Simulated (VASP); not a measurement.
# KI (I4/mmm) in VASP: single point with LDA

Aim: the single point of KI with LDA.

Everything below comes from runs of VASP 6.6.1. Logs are shortened: lines on timing, memory, paths and dates and some standing lists are left out, and cuts for length are marked.

### Step 1. The cell of the first run

Symmetry: I4/mmm, No. 139, tetragonal system. The conventional cell has a = 5.017 Å, b = 5.017 Å, c = 6.822 Å, α = 90.00°, β = 90.00°, γ = 90.00°. K (site symmetry 4/mmm) has 6 I at 3.41 to 3.55 Å within 4.5 Å. I (site symmetry 4/mmm) has 6 K at 3.41 to 3.55 Å within 4.5 Å.

### Step 2. Single point, LDA

The input, INCAR:

```
PREC = Accurate
ENCUT = 520
EDIFF = 1E-6
ISMEAR = 0
SIGMA = 0.05
LREAL = False
LASPH = True
NELM = 60
ALGO = Normal
ISIF = 2
LWAVE = False
LCHARG = False
GGA = CA
NBANDS = 15
```

The input, KPOINTS:

```
regular mesh
0
Gamma
  6 6 6
```

The input, POSCAR:

```
KI
1.0
    0.0000000000      3.5473682228      3.4109309835
    3.5473682228      0.0000000000      3.4109309835
    3.5473682228      3.5473682228      0.0000000000
K I
1 1
Direct
    0.0000000000      0.0000000000      0.0000000000
    0.5000000000      0.5000000000      0.5000000000
```

Potentials or basis: VASP PAW LDA potentials, release 64 (K_sv, I).

Started as:

```
$ cat potpaw_LDA.64/K_sv/POTCAR potpaw_LDA.64/I/POTCAR > POTCAR
$ mpirun -np 1 vasp_std > vasp.out
```

OUTCAR:

```text
PREC = Accurate
   ENCUT = 520
   EDIFF = 1E-6
   ISMEAR = 0
   LREAL = False
   LASPH = True
   NELM = 60
   ISIF = 2
   GGA = CA

 ion  position               nearest neighbor table
   1  0.000  0.000  0.000-   2 3.41   2 3.41   2 3.55   2 3.55   2 3.55   2 3.55
   2  0.500  0.500  0.500-   1 3.41   1 3.41   1 3.55   1 3.55   1 3.55   1 3.55

  LATTYP: Found a body centered tetragonal cell.
 ALAT       =     5.0167362514
 C/A-ratio  =     1.3598207331

  Lattice vectors:

 A1 = (   0.0000000000,  -3.5473682228,  -3.4109309835)
 A2 = (   0.0000000000,   3.5473682228,  -3.4109309835)
 A3 = (   3.5473682228,   0.0000000000,   3.4109309835)

Analysis of symmetry for initial positions (statically):
=====================================================================
 Subroutine PRICEL returns:
 Original cell was already a primitive cell.

 Routine SETGRP: Setting up the symmetry group for a
 body centered tetragonal supercell.

 Subroutine GETGRP returns: Found 16 space group operations
 (whereof 16 operations were pure point group operations)
 out of a pool of 16 trial point group operations.

The static configuration has the point symmetry D_4h.

Analysis of symmetry for dynamics (positions and initial velocities):
=====================================================================
 Subroutine PRICEL returns:
 Original cell was already a primitive cell.

 Routine SETGRP: Setting up the symmetry group for a
 body centered tetragonal supercell.

 Subroutine GETGRP returns: Found 16 space group operations
 (whereof 16 operations were pure point group operations)
 out of a pool of 16 trial point group operations.

The dynamic configuration has the point symmetry D_4h.

 Subroutine INISYM returns: Found 16 space group operations
 (whereof 16 operations are pure point group operations),
 and found     1 'primitive' translations

----------------------------------------------------------------------------------------

                                     Primitive cell

  volume of cell :      85.8451

  direct lattice vectors                    reciprocal lattice vectors
     0.000000000  3.547368223  3.410930984    -0.140949563  0.140949563  0.146587545
     3.547368223  0.000000000  3.410930984     0.140949563 -0.140949563  0.146587545
     3.547368223  3.547368223  0.000000000     0.140949563  0.140949563 -0.146587545

  length of vectors
     4.921206304  4.921206304  5.016736251     0.247429721  0.247429721  0.247429721

[... 86 lines left out ...]
   ISIF   =      2    stress and relaxation
   ISYM   =      2    0-nonsym 1-usesym 2-fastsym
   POTIM  = 0.5000    time-step for ionic-motion
   TEBEG  =    0.0;   TEEND  =   0.0 temperature during run
   PSTRESS=    0.0 pullay stress
   NELECT =      16.0000    total number of electrons
   NUPDOWN=      -1.0000    fix difference up-down
   EMIN   =  10.00;   EMAX   =-10.00  energy-range for DOS
   EFERMI =   0.00;   METHOD = LEGACY
   ISMEAR =     0;   SIGMA  =   0.05  broadening in eV -4-tet -1-fermi 0-gaus
   EFERMI_NEDOS =   21; number of points for ismear=-14 and -15
   IALGO  =     38    algorithm
   IMIX   =      4    mixing-type and parameters
     AMIX     =   0.40;   BMIX     =  1.00
     AMIX_MAG =   1.60;   BMIX_MAG =  1.00
  volume/ion in A,a.u.               =      42.92       289.66
  Fermi-wavevector in a.u.,A,eV,Ry     =   0.935139  1.767157 11.898099  0.874486
  Thomas-Fermi vector in A             =   2.062016
   LORBIT       =      0    0 simple, 1 ext, 2 COOP (PROOUT), +10 PAW based schemes
   GGA     = CA    functional components
   LHFCALC =     F    Hartree Fock is set to
   AEXX    =    0.0000 exact exchange contribution
   IVDW    =     0    specifies the selected vdW correction
   LEPSILON=     F    determine dielectric tensor
   LRPA    =     F    only Hartree local field effects (RPA)
 non-spin polarized calculation
 Gauss-broadening in eV      SIGMA  =   0.05
  energy-cutoff  :      520.00
  volume of cell :       85.85
 maximum number of plane-waves:      2334
 NGX is ok and might be reduce to    40
   NGX = 19   NGY = 19   NGZ = 19

 number of electron      15.9999999 magnetization

 Free energy of the ion-electron system (eV)
  ---------------------------------------------------
  ext. energy  EPLUGINS =         0.00000000
  ---------------------------------------------------
  free energy    TOTEN  =        -6.13822583 eV

  energy without entropy =       -6.13822583  energy(sigma->0) =       -6.13822583

 E-fermi :  -0.1606     XC(G=0):  -7.7276

 val. band max:       -0.4718525342   @ k =   0.0000   0.0000   0.0000
 cond. band min:       3.1925035902   @ k =   0.0000   0.0000   0.0000
 fundamental gap:      3.6643561244
 Fermi energy:        -0.1605788580

 k-point     1 :       0.0000    0.0000    0.0000
  band No.  band energies     occupation
      1     -28.5728      2.00000
      2     -12.3084      2.00000
      3     -12.3000      2.00000
      4     -12.3000      2.00000
      5     -11.0949      2.00000
      6      -0.4848      2.00000
      7      -0.4848      2.00000
      8      -0.4719      2.00000
      9       3.1925      0.00000
     10       5.7125      0.00000
     11       5.7125      0.00000
     12       5.9520      0.00000
     13       6.4800      0.00000
     14       6.6610      0.00000
[... 401 lines left out ...]
      2     -12.3843      2.00000
      3     -12.3362      2.00000
      4     -12.3179      2.00000
      5     -10.8887      2.00000
      6      -1.5405      2.00000
      7      -1.0459      2.00000
      8      -0.8518      2.00000
      9       4.5952      0.00000
     10       5.5571      0.00000
     11       7.0576      0.00000
     12       7.5936      0.00000
     13       8.2366      0.00000
     14       8.6950      0.00000
     15       9.1466      0.00000

 [... further k-points ...]
[... 5 lines left out ...]
  --------------------------------------------------------------------------------------
  -------------------------------------------------------------------------------------
  Total       -0.6967790     -0.6967790     -0.1463014      0.0000000     -0.0000000     -0.0000000
  in kB      -13.0043945    -13.0043945     -2.7305080      0.0000000     -0.0000000     -0.0000000
  external PRESSURE =      -9.5797657 kB  Pullay stress =       0.0000000 kB

 VOLUME and BASIS-vectors are now :
 -----------------------------------------------------------------------------
  energy-cutoff  :      520.00
  volume of cell :       85.85
      direct lattice vectors                 reciprocal lattice vectors
     0.000000000  3.547368223  3.410930984    -0.140949563  0.140949563  0.146587545
     3.547368223  0.000000000  3.410930984     0.140949563 -0.140949563  0.146587545
     3.547368223  3.547368223  0.000000000     0.140949563  0.140949563 -0.146587545

 POSITION                                       TOTAL-FORCE (eV/Angst)
 -----------------------------------------------------------------------------------
      0.00000      0.00000      0.00000         0.000000      0.000000     -0.000000
      3.54737      3.54737      3.41093         0.000000      0.000000      0.000000
 -----------------------------------------------------------------------------------
    total drift:                                0.000000     -0.000000     -0.000000

  FREE ENERGIE OF THE ION-ELECTRON SYSTEM (eV)
  ---------------------------------------------------
  free  energy   TOTEN  =        -6.1382258273 eV

  energy  without entropy=       -6.1382258273  energy(sigma->0) =       -6.13822583
```

OSZICAR:

```text
N       E                     dE             d eps       ncg     rms          rms(c)
DAV:   1     0.925813066453E+02    0.92581E+02   -0.63821E+03   900   0.904E+02
DAV:   2    -0.431998092932E+00   -0.93013E+02   -0.86325E+02  1103   0.228E+02
DAV:   3    -0.598417022626E+01   -0.55522E+01   -0.55275E+01  1259   0.459E+01
DAV:   4    -0.623485120237E+01   -0.25068E+00   -0.25061E+00  1446   0.947E+00
DAV:   5    -0.623670674322E+01   -0.18555E-02   -0.18555E-02  1272   0.891E-01    0.346E+00
DAV:   6    -0.615315177214E+01    0.83555E-01   -0.78508E-02  1152   0.184E+00    0.241E+00
DAV:   7    -0.613792057684E+01    0.15231E-01   -0.81459E-02  1201   0.158E+00    0.832E-01
DAV:   8    -0.613830016038E+01   -0.37958E-03   -0.12739E-02  1040   0.815E-01    0.243E-01
DAV:   9    -0.613821038462E+01    0.89776E-04   -0.37312E-04  1295   0.120E-01    0.136E-01
DAV:  10    -0.613823564523E+01   -0.25261E-04   -0.28054E-04  1145   0.758E-02    0.853E-02
DAV:  11    -0.613822561474E+01    0.10030E-04   -0.66322E-05  1146   0.465E-02    0.167E-02
DAV:  12    -0.613822582727E+01   -0.21253E-06   -0.26343E-06  1263   0.108E-02
   1 F= -.61382258E+01 E0= -.61382258E+01  d E =-.206747E-20
```

stdout:

```text
POSCAR found type information on POSCAR K I
 POSCAR found :  2 types and       2 ions
 scaLAPACK will be used
 LDA part: xc-table for (Slater(with rela. corr.)+CA(PZ))
 , standard interpolation
 POSCAR, INCAR and KPOINTS ok, starting setup
 FFT: planning ... GRIDC
 FFT: planning ... GRID_SOFT
 FFT: planning ... GRID
 WAVECAR not read
 entering main loop
```

Wall time 22 s (1 thread of Intel Xeon 6975P-C (Granite Rapids), shared host); peak memory 0.2 GiB.

What came out:

```
Free energy            : -6.1382 eV
Pressure               : -1.0 GPa
Band gap on the k mesh : 3.66 eV, direct
```

Stress tensor (GPa, compression positive):
```
-1.30  0.00  0.00
 0.00 -1.30  0.00
 0.00  0.00 -0.27
```

Caveat: spin-orbit coupling is left out, which moves the levels of the heavy elements.
